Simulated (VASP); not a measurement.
AlN: single point with PBE+D4

Crystal: AlN.

```
Al N
1.0
     2.20159   -2.20159    0.00000
     2.20159    0.00000   -2.20159
     9.54036    8.43934    8.43934
Al N
6 6
Direct
  0.93402 0.93402 0.39580
  0.29514 0.29514 0.22913
  0.57290 0.57290 0.56247
  0.85067 0.85067 0.89580
  0.21179 0.21179 0.72913
  0.65625 0.65625 0.06247
  0.59374 0.59374 0.43747
  0.95486 0.95486 0.27080
  0.23262 0.23262 0.60413
  0.51039 0.51039 0.93747
  0.87151 0.87151 0.77080
  0.31597 0.31597 0.10413
```

* Program: VASP 6.6.1
* Task: single point
* Functional: PBE
* Dispersion: D4
* Potentials or basis: VASP PAW PBE potentials, release 64 (Al, N)
* Cutoff: 520 eV
* k mesh: 8 × 8 × 2
* Occupations: fermi-dirac, width 0.05 eV
* Spin: no spin polarisation
* Dipole correction: no
* Further INCAR settings: ALGO = Normal; EDIFF = 1e-06; NBANDS = 36

```
Pressure                   : -5.1 GPa
Largest force              : 1.618 eV/Å
Band gap on the k mesh     : 2.81 eV (least direct gap 3.07 eV)
Dispersion energy per atom : -0.300 eV
```

Forces on the atoms (eV/Å):
```
Al   0.024  0.029  0.029
Al   0.021  0.112  0.112
Al   0.027  0.028  0.028
Al  -0.208 -0.603 -0.603
Al   0.022  0.037  0.037
Al  -1.140  0.511  0.511
N   -0.028 -0.026 -0.026
N   -0.039 -0.014 -0.014
N   -0.023 -0.030 -0.030
N    1.484 -0.456 -0.456
N    0.009 -0.066 -0.066
N   -0.148  0.479  0.479
```

Stress tensor (GPa, compression positive):
```
-10.69   0.20   0.20
  0.20  -2.31   4.33
  0.20   4.33  -2.31
```

Levels at points of the mesh, in eV from the valence-band top:
```tsv
k point	band 21	band 22	band 23	band 24	band 25	band 26	band 27	band 28
(0.00, 0.00, 0.00)	-0.42	-0.38	-0.33	0.00	3.36	4.68	5.04	6.23
(0.50, 0.00, 0.00)	-1.35	-1.15	-0.92	-0.26	2.81	4.08	4.22	5.80
(0.50, 0.50, 0.00)	-1.19	-1.11	-0.92	-0.84	3.03	4.00	4.32	5.81
(0.00, 0.00, 0.50)	-0.46	-0.38	-0.33	-0.21	3.66	4.13	5.58	5.84
(0.50, 0.00, 0.50)	-1.20	-1.14	-0.91	-0.35	3.12	3.31	5.03	5.42
(0.50, 0.50, 0.50)	-1.39	-1.00	-0.90	-0.90	3.30	3.44	4.92	5.39
```

Wall time 6.7 min on 1 thread of Intel Xeon 8259CL (shared host), peak memory 0.33 GiB.

Caveat: the stress differs along the axes, from -11 to -2 GPa; forces of over 1 eV/Å act on the atoms, so gaps and moduli don't describe the material at rest. A k mesh can miss the band edges.
